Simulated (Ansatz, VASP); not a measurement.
Lu: VASP beside Ansatz

File INCAR:

```
ALGO = Normal ; EDIFF = 1E-6
ENCUT = 520 ; GGA = PE
ISIF = 2 ; ISMEAR = -1
LASPH = T ; LCHARG = T
LELF = T ; LREAL = F
LVHAR = T ; LWAVE = F
NBANDS = 32 ; NELM = 80
PREC = Accurate ; SIGMA = 0.03
```

Contents of KPOINTS:

```
k-points
0
Gamma
  13 13 8
```

Contents of POSCAR:

```
Lu
1.0
    3.4046019227      0.0000000000      0.0000000000
   -1.7023009614      2.9484717549      0.0000000000
    0.0000000000      0.0000000000      5.5666000000
Lu
2
Direct
    0.3333333333      0.6666666667      0.2500000000
    0.6666666667      0.3333333333      0.7500000000
```

Input for Ansatz:

```yaml
crystal:
  lattice:
    - [3.4046019227, 0.0, 0.0]
    - [-1.7023009614, 2.9484717549, 0.0]
    - [0.0, 0.0, 5.5666]
  atoms:
    - { symbol: Lu, position: [0.3333333333, 0.6666666667, 0.25] }
    - { symbol: Lu, position: [0.6666666667, 0.3333333333, 0.75] }
kpoints:
  mp_grid: { grid: [13, 13, 8] }
scf:
  occupations: { method: fermi_dirac, width: 0.03 }
hamiltonian:
  xc: pbe
  pseudopotentials: { kind: all_electron, lapw: { basis_error: 0.0005 } }
output:
  forces: true
  stress: true
  eigenvalues: true
```

Change from the starting cell: x and y stretched by -3 %, z held.

Alike in both runs: task single point; functional PBE; k mesh 13 × 13 × 8; occupations fermi-dirac, width 0.03 eV; no spin polarisation.

```csv
,VASP,Ansatz
version,VASP 6.6.1,Ansatz 0.2.0
potentials or method,"VASP PAW PBE potentials, release 64 (Lu), cutoff 520 eV","all-electron LAPW, scalar-relativistic"
```

```csv
,VASP,Ansatz,Ansatz less VASP
pressure (GPa),2.3,2.1,-0.18
"traceless stress, the component that is largest in VASP (GPa)",-2.51,-2.51,-0.001
```

Ansatz ran all-electron here, and VASP with PAW potentials.

Neither program's run includes spin-orbit coupling.
